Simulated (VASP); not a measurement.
# Al4BSbP2 (P1) in VASP: single point with PBE

Aim: the single point of Al4BSbP2 with PBE.

Everything below comes from runs of VASP 6.6.1. Logs are shortened: lines on timing, memory, paths and dates and some standing lists are left out, and cuts for length are marked.

## 1. The cell of the first run

The typed cell holds 16 atoms: a = 6.610 Å, b = 6.951 Å, c = 7.265 Å, α = 89.97°, β = 90.03°, γ = 90.05°.

## 2. Single point, PBE

File INCAR:

```
PREC     = Accurate       # precision mode
ENCUT    = 520            # plane-wave cutoff, eV
EDIFF    = 1E-6           # SCF threshold, eV
ISMEAR   = 0              # smearing method
SIGMA    = 0.2            # smearing width, eV
LREAL    = Auto         
LASPH    = T              # aspherical terms in the spheres
NELM     = 80             # most SCF steps
ALGO     = Normal         # electronic algorithm
ISIF     = 2              # what is computed and relaxed
LWAVE    = F              # write WAVECAR
LCHARG   = T              # write CHGCAR
GGA      = PE             # functional
LELF     = T              # ELF
LVHAR    = T            
NBANDS   = 44             # bands
```

File KPOINTS:

```
regular mesh
0
Gamma
  4 4 4
```

File POSCAR:

```
Al4BSbP2
1.0
    0.0017611711      0.0029133794     -6.6104263952
   -0.0016209555     -6.9511609025      0.0030560188
   -7.2653874303     -0.0017955152      0.0020260132
Al B Sb P
8 2 2 4
Direct
    0.1411214643      0.3483210248      0.2003846497
    0.0751675288      0.8704691494      0.9999293979
    0.6751442432      0.2004494245      1.0001304601
    0.1412125598      0.3481393666      0.7994980799
    0.6413122038      0.6519957060      0.2997391935
    0.5750057381      0.1294612609      0.4999053179
    0.1750342262      0.7998203883      0.5001048271
    0.6409566570      0.6518834272      0.7004029276
    0.9929888238      0.1655532019      0.9999919134
    0.4928952088      0.8342980195      0.4999148352
    0.4865471856      0.8536010719      1.0000740449
    0.9864100930      0.1462478294      0.5000026424
    0.4991027562      0.3410181273      0.2507846497
    0.4990347648      0.3407602434      0.7491108619
    0.9991089229      0.6590473979      0.2491924533
    0.9989576236      0.6589343611      0.7508337457
```

Potentials or basis: VASP PAW PBE potentials, release 64 (Al, B, Sb, P).

Run with:

```
cat potpaw_PBE.64/Al/POTCAR potpaw_PBE.64/B/POTCAR potpaw_PBE.64/Sb/POTCAR potpaw_PBE.64/P/POTCAR > POTCAR
mpirun -np 1 vasp_std > vasp.out
```

OUTCAR:

```text
PREC = Accurate
   ENCUT = 520
   EDIFF = 1E-6
   ISMEAR = 0
   LREAL = Auto
   LASPH = T
   NELM = 80
   ISIF = 2
   GGA = PE

 ion  position               nearest neighbor table
   1  0.141  0.348  0.200-   9 2.17  15 2.38  13 2.39  12 2.78   4 2.91
   2  0.075  0.870  1.000-   9 2.12  15 2.39  16 2.39  11 2.72
   3  0.675  0.200  0.000-   9 2.12  14 2.37  13 2.37  11 2.71
   4  0.141  0.348  0.799-   9 2.17  16 2.38  14 2.39  12 2.78   1 2.91
   5  0.641  0.652  0.300-  10 2.17  13 2.38  15 2.39  11 2.78   8 2.91
   6  0.575  0.129  0.500-  10 2.12  13 2.38  14 2.39  12 2.72
   7  0.175  0.800  0.500-  10 2.11  15 2.37  16 2.37  12 2.71
   8  0.641  0.652  0.700-  10 2.16  14 2.38  16 2.40  11 2.78   5 2.91
   9  0.993  0.166  1.000-   3 2.12   2 2.12   4 2.17   1 2.17
  10  0.493  0.834  0.500-   7 2.11   6 2.12   8 2.16   5 2.17
  11  0.487  0.854  0.000-   3 2.71   2 2.72   5 2.78   8 2.78
  12  0.986  0.146  0.500-   7 2.71   6 2.72   4 2.78   1 2.78
  13  0.499  0.341  0.251-   3 2.37   5 2.38   6 2.38   1 2.39
  14  0.499  0.341  0.749-   3 2.37   8 2.38   6 2.39   4 2.39
  15  0.999  0.659  0.249-   7 2.37   1 2.38   2 2.39   5 2.39
  16  0.999  0.659  0.751-   7 2.37   4 2.38   2 2.39   8 2.40

  LATTYP: Found a triclinic cell.
 ALAT       =     6.6104272718
 B/A-ratio  =     1.0515450027
 C/A-ratio  =     1.0990799287
 COS(alpha) =     0.0004804473
 COS(beta)  =     0.0005453903
 COS(gamma) =     0.0008804283

  Lattice vectors:

 A1 = (   0.0017611711,   0.0029133794,  -6.6104263952)
 A2 = (   0.0016209555,   6.9511609025,  -0.0030560188)
 A3 = (   7.2653874303,   0.0017955152,  -0.0020260132)

Analysis of symmetry for initial positions (statically):
=====================================================================
 Subroutine PRICEL returns:
 Original cell was already a primitive cell.

 Routine SETGRP: Setting up the symmetry group for a
 triclinic supercell.

 Subroutine GETGRP returns: Found  1 space group operations
 (whereof  1 operations were pure point group operations)
 out of a pool of  2 trial point group operations.

The static configuration has the point symmetry C_1 .

Analysis of symmetry for dynamics (positions and initial velocities):
=====================================================================
 Subroutine PRICEL returns:
 Original cell was already a primitive cell.

 Routine SETGRP: Setting up the symmetry group for a
 triclinic supercell.

 Subroutine GETGRP returns: Found  1 space group operations
 (whereof  1 operations were pure point group operations)
 out of a pool of  2 trial point group operations.

The dynamic configuration has the point symmetry C_1 .

 Subroutine INISYM returns: Found  1 space group operations
 (whereof  1 operations are pure point group operations),
 and found     1 'primitive' translations

----------------------------------------------------------------------------------------

                                     Primitive cell

  volume of cell :     333.8454

  direct lattice vectors                    reciprocal lattice vectors
     0.001761171  0.002913379 -6.610426395    -0.000042168 -0.000066497 -0.151276212
    -0.001620956 -6.951160902  0.003056019     0.000035535 -0.143860898 -0.000063394
    -7.265387430 -0.001795515  0.002026013    -0.137638927  0.000032080 -0.000036656

  length of vectors
     6.610427272  6.951161763  7.265387935     0.151276233  0.143860917  0.137638936

  position of ions in fractional coordinates (direct lattice)
     0.141121464  0.348321025  0.200384650
     0.075167529  0.870469149  0.999929398
     0.675144243  0.200449425  0.000130460
     0.141212560  0.348139367  0.799498080
     0.641312204  0.651995706  0.299739194
     0.575005738  0.129461261  0.499905318
[... 8 lines left out ...]
     0.999108923  0.659047398  0.249192453
     0.998957624  0.658934361  0.750833746

  ion indices of the primitive-cell ions
   primitive index   ion index
                 1           1
                 2           2
                 3           3
                 4           4
                 5           5
                 6           6
[... 8 lines left out ...]
                15          15
                16          16

----------------------------------------------------------------------------------------

 KPOINTS: regular mesh

Automatic generation of k-mesh.
 Grid dimensions read from file:
 generate k-points for:    4    4    4

 Generating k-lattice:

  Cartesian coordinates                     Fractional coordinates (reciprocal lattice)
    -0.000010542 -0.000016624 -0.037819053     0.250000000  0.000000000  0.000000000
     0.000008884 -0.035965225 -0.000015848    -0.000000000  0.250000000  0.000000000
    -0.034409732  0.000008020 -0.000009164    -0.000000000  0.000000000  0.250000000

  Length of vectors
     0.037819058  0.035965229  0.034409734

  Shift w.r.t. Gamma in fractional coordinates (k-lattice)
     0.000000000  0.000000000  0.000000000

 Subroutine IBZKPT returns following result:
 ===========================================

 Found     36 irreducible k-points:

 Following reciprocal coordinates:
            Coordinates               Weight
  0.000000  0.000000  0.000000      1.000000
  0.250000 -0.000000 -0.000000      2.000000
  0.500000 -0.000000 -0.000000      1.000000
 -0.000000  0.250000  0.000000      2.000000
  0.250000  0.250000  0.000000      2.000000
  0.500000  0.250000 -0.000000      2.000000
[... 16 lines left out ...]
  0.000000 -0.250000  0.250000      2.000000
  0.250000 -0.250000  0.250000      2.000000
 [... further k-points ...]
   k-points           NKPTS =     36   k-points in BZ     NKDIM =     36   number of bands    NBANDS=     44
   number of dos      NEDOS =    301   number of ions     NIONS =     16
   total plane-waves  NPLWV = 145800
   dimension x,y,z NGX =    50 NGY =   54 NGZ =   54
   dimension x,y,z NGXF=   100 NGYF=  108 NGZF=  108
   ions per type =               8   2   2   4
   NGX,Y,Z   is equivalent  to a cutoff of  12.57, 12.91, 12.36 a.u.
   NGXF,Y,Z  is equivalent  to a cutoff of  25.15, 25.83, 24.71 a.u.
 SYSTEM =  unknown system
   PREC   = accura    normal or accurate (medium, high low for compatibility)
   ISTART =      0    job   : 0-new  1-cont  2-samecut
   ICHARG =      2    charge: 1-file 2-atom 10-const
   ISPIN  =      1    spin polarized calculation?
   LNONCOLLINEAR =      F non collinear calculations
   LSORBIT =      F    spin-orbit coupling
   LASPH  =      T    aspherical Exc in radial PAW
   ENCUT  =  520.0 eV  38.22 Ry    6.18 a.u.  12.29 12.92 13.51*2*pi/ulx,y,z
   NELM   =     80;   NELMIN=  2; NELMDL= -5     # of ELM steps
   EDIFF  = 0.1E-05   stopping-criterion for ELM
   LREAL  =      T    real-space projection
   EDIFFG = 0.1E-04   stopping-criterion for IOM
   NSW    =      0    number of steps for IOM
   IBRION =     -1    ionic relax: 0-MD 1-quasi-New 2-CG
   NFREE  =      0    steps in history (QN), initial steepest desc. (CG)
   ISIF   =      2    stress and relaxation
   ISYM   =      2    0-nonsym 1-usesym 2-fastsym
   POTIM  = 0.5000    time-step for ionic-motion
   TEBEG  =    0.0;   TEEND  =   0.0 temperature during run
   PSTRESS=    0.0 pullay stress
   NELECT =      60.0000    total number of electrons
   NUPDOWN=      -1.0000    fix difference up-down
   EMIN   =  10.00;   EMAX   =-10.00  energy-range for DOS
   EFERMI =   0.00;   METHOD = LEGACY
   ISMEAR =     0;   SIGMA  =   0.20  broadening in eV -4-tet -1-fermi 0-gaus
   EFERMI_NEDOS =   21; number of points for ismear=-14 and -15
   IALGO  =     38    algorithm
   IMIX   =      4    mixing-type and parameters
     AMIX     =   0.40;   BMIX     =  1.00
     AMIX_MAG =   1.60;   BMIX_MAG =  1.00
  volume/ion in A,a.u.               =      20.87       140.81
  Fermi-wavevector in a.u.,A,eV,Ry     =   0.923868  1.745858 11.613018  0.853533
  Thomas-Fermi vector in A             =   2.049552
   LORBIT       =      0    0 simple, 1 ext, 2 COOP (PROOUT), +10 PAW based schemes
   GGA     = PE    functional components
   LHFCALC =     F    Hartree Fock is set to
   AEXX    =    0.0000 exact exchange contribution
   IVDW    =     0    specifies the selected vdW correction
   LEPSILON=     F    determine dielectric tensor
   LRPA    =     F    only Hartree local field effects (RPA)
 non-spin polarized calculation
 Gauss-broadening in eV      SIGMA  =   0.20
  energy-cutoff  :      520.00
  volume of cell :      333.85
 maximum number of plane-waves:      9020
 NGX is ok and might be reduce to    50
   NGX = 25   NGY = 25   NGZ = 27

 number of electron      59.9999996 magnetization

 Free energy of the ion-electron system (eV)
  ---------------------------------------------------
  ext. energy  EPLUGINS =         0.00000000
  ---------------------------------------------------
  free energy    TOTEN  =       -74.67658772 eV

  energy without entropy =      -74.59785210  energy(sigma->0) =      -74.63721991

 E-fermi :   4.6546     XC(G=0):  -9.2233

 val. band max:        4.6459509124   @ k =  -0.0000   0.0000   0.5000
 cond. band min:       4.6744539970   @ k =  -0.2500   0.2500   0.5000
 fundamental gap:      0.0285030845
 Fermi energy:         4.6546332301

 k-point     1 :       0.0000    0.0000    0.0000
  band No.  band energies     occupation
      1      -6.5817      2.00000
      2      -5.5306      2.00000
      3      -5.2800      2.00000
      4      -4.5837      2.00000
      5      -4.2050      2.00000
      6      -3.8851      2.00000
[... 34 lines left out ...]
     41       9.2338      0.00000
     42       9.5701      0.00000

 k-point     2 :       0.2500   -0.0000   -0.0000
  band No.  band energies     occupation
      1      -6.4419      2.00000
      2      -5.6786      2.00000
      3      -5.1856      2.00000
      4      -4.6924      2.00000
      5      -4.2329      2.00000
      6      -3.9549      2.00000
[... 34 lines left out ...]
     41       8.9777      0.00000
     42       9.0476      0.00000

 k-point     3 :       0.5000   -0.0000   -0.0000
  band No.  band energies     occupation
      1      -6.0743      2.00000
      2      -6.0735      2.00000
      3      -4.9470      2.00000
      4      -4.9459      2.00000
      5      -4.1336      2.00000
      6      -4.1320      2.00000
[... 34 lines left out ...]
     41       8.5586      0.00000
     42       8.5610      0.00000

 k-point     4 :      -0.0000    0.2500    0.0000
  band No.  band energies     occupation
      1      -6.4724      2.00000
      2      -5.6445      2.00000
      3      -5.2553      2.00000
      4      -4.6014      2.00000
      5      -4.3153      2.00000
      6      -3.9568      2.00000
[... 844 lines left out ...]
     41       8.9868      0.00000
     42       9.1044      0.00000

 k-point    23 :       0.0000   -0.2500    0.2500
  band No.  band energies     occupation
      1      -6.3464      2.00000
      2      -5.5426      2.00000
      3      -5.5119      2.00000
      4      -4.8250      2.00000
      5      -4.1985      2.00000
      6      -3.9316      2.00000
[... 34 lines left out ...]
     41       9.1270      0.00000
     42       9.4176      0.00000

 k-point    24 :       0.2500   -0.2500    0.2500
  band No.  band energies     occupation
      1      -6.2169      2.00000
      2      -5.6018      2.00000
      3      -5.4181      2.00000
      4      -4.9085      2.00000
      5      -4.2968      2.00000
      6      -4.0392      2.00000
[... 34 lines left out ...]
     41       9.0019      0.00000
     42       9.0596      0.00000

 [... further k-points ...]

 [bands above 42 left out]

------------------------ aborting loop because EDIFF is reached ----------------------------------------

  FORCE on cell =-STRESS in cart. coord.  units (eV):
  Direction    XX          YY          ZZ          XY          YZ          ZX
  --------------------------------------------------------------------------------------
  -------------------------------------------------------------------------------------
  Total       -0.0641926     -0.0592900     -0.0658996     -0.0389248      0.0402761      0.0227581
  in kB       -0.3080707     -0.2845422     -0.3162626     -0.1868065      0.1932913      0.1092198
  external PRESSURE =      -0.3029585 kB  Pullay stress =       0.0000000 kB

 VOLUME and BASIS-vectors are now :
 -----------------------------------------------------------------------------
  energy-cutoff  :      520.00
  volume of cell :      333.85
      direct lattice vectors                 reciprocal lattice vectors
     0.001761171  0.002913379 -6.610426395    -0.000042168 -0.000066497 -0.151276212
    -0.001620956 -6.951160902  0.003056019     0.000035535 -0.143860898 -0.000063394
    -7.265387430 -0.001795515  0.002026013    -0.137638927  0.000032080 -0.000036656

 POSITION                                       TOTAL-FORCE (eV/Angst)
 -----------------------------------------------------------------------------------
     -1.45619     -2.42118     -0.93140         0.017852     -0.011850     -0.010028
     -7.26615     -6.05235     -0.49220         0.001635      0.000172      0.016598
     -0.00008     -1.39139     -4.46238         0.000467     -0.015326     -0.006840
     -5.80898     -2.42100     -0.93079        -0.019601     -0.015032     -0.008182
     -2.17765     -4.53080     -4.23675        -0.011957      0.022014     -0.006777
     -3.63120     -0.89913     -3.79962        -0.003764     -0.004176      0.015894
[... 8 lines left out ...]
     -1.80979     -4.57868     -6.60202        -0.001301     -0.004856     -0.001404
     -5.45441     -4.57880     -6.60000        -0.001495     -0.005465     -0.002862
 -----------------------------------------------------------------------------------
    total drift:                                0.001418      0.001519      0.004982

  FREE ENERGIE OF THE ION-ELECTRON SYSTEM (eV)
  ---------------------------------------------------
  free  energy   TOTEN  =       -74.6765877197 eV

  energy  without entropy=      -74.5978521039  energy(sigma->0) =      -74.63721991
```

Wall time 6.5 min (1 thread of AMD EPYC 9R45 (Zen 5), shared host); peak memory 0.54 GiB.

What came out:

```
Free energy            : -74.6766 eV
Pressure               : 0.0 GPa
Largest force          : 0.026 eV/Å
Band gap on the k mesh : zero (bands 30 and 31 overlap by 1.11 eV)
```

Forces in eV/Å, atoms in the order of the input:
```
Al   0.018 -0.012 -0.010
Al   0.002  0.000  0.017
Al   0.000 -0.015 -0.007
Al  -0.020 -0.015 -0.008
Al  -0.012  0.022 -0.007
Al  -0.004 -0.004  0.016
Al   0.000  0.020 -0.005
Al   0.010  0.021 -0.013
B   -0.002  0.012  0.011
B    0.002 -0.014  0.007
Sb   0.002 -0.006  0.003
Sb   0.001  0.002  0.002
P    0.002  0.000  0.000
P    0.003  0.001 -0.002
P   -0.001 -0.005 -0.001
P   -0.001 -0.005 -0.003
```

Caveat: spin-orbit coupling is left out, which moves the levels of the heavy elements.

The gap in the log of VASP goes by the Fermi energy; the results here count the filled bands.